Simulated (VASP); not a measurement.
A run of VASP 6.6.1 is set up as follows.

File POSCAR:

```
TePb
1.0
    0.0000000000      3.1698017434      3.1698017434
    3.1698017434      0.0000000000      3.1698017434
    3.1698017434      3.1698017434      0.0000000000
Pb Te
1 1
Direct
    0.0000000000      0.0000000000      0.0000000000
    0.5000000000      0.5000000000      0.5000000000
```

File INCAR.step1:

```
PREC = Accurate ; ENCUT = 520
ISMEAR = -1 ; SIGMA = 0.02
LREAL = F ; LASPH = T
NELM = 150 ; LNONCOLLINEAR = T
MAGMOM = 0 0 0 0 0 0 ; LSORBIT = T
GGA_COMPAT = F ; NBANDS = 32
GGA = PE ; ALGO = Normal
EDIFF = 1E-4 ; LWAVE = T
LCHARG = F
```

File INCAR.step2:

```
PREC = Accurate ; ENCUT = 520
EDIFF = 1E-6 ; ISMEAR = -1
SIGMA = 0.02 ; LREAL = F
LASPH = T ; NELM = 150
ALGO = Normal ; ISIF = 2
LWAVE = F ; LCHARG = T
LNONCOLLINEAR = T ; MAGMOM = 0 0 0 0 0 0
LORBIT = 11 ; LSORBIT = T
GGA_COMPAT = F ; LORBMOM = T
METAGGA = R2SCAN ; LMIXTAU = T
LVHAR = T ; NBANDS = 32
ISTART = 1
```

Contents of KPOINTS:

```
Automatic mesh
0
Gamma
  8 8 8
```

Potentials or basis: VASP PAW PBE potentials, release 64 (Pb_d, Te).

Launch:

```bash
$ cat potpaw_PBE.64/Pb_d/POTCAR potpaw_PBE.64/Te/POTCAR > POTCAR
$ cp INCAR.step1 INCAR
$ mpirun -np 1 vasp_ncl > vasp.out
$ cp INCAR.step2 INCAR
$ mpirun -np 1 vasp_ncl > vasp.out
```

Task: What does it give for the pressure?

Result: 4.5 GPa.

Task: What does it give for the net moment?

Result: 0.00 μB per cell.

Moments on the atoms (μB; x, y, z):
```
Pb  0.00 0.00 0.00
Te  0.00 0.00 0.00
```

Caveat: the cell differs from its parent crystal (strain -3.0%); the cell stands under pressure; the PAW data sets were made with another functional, which shifts forces and pressure a little.
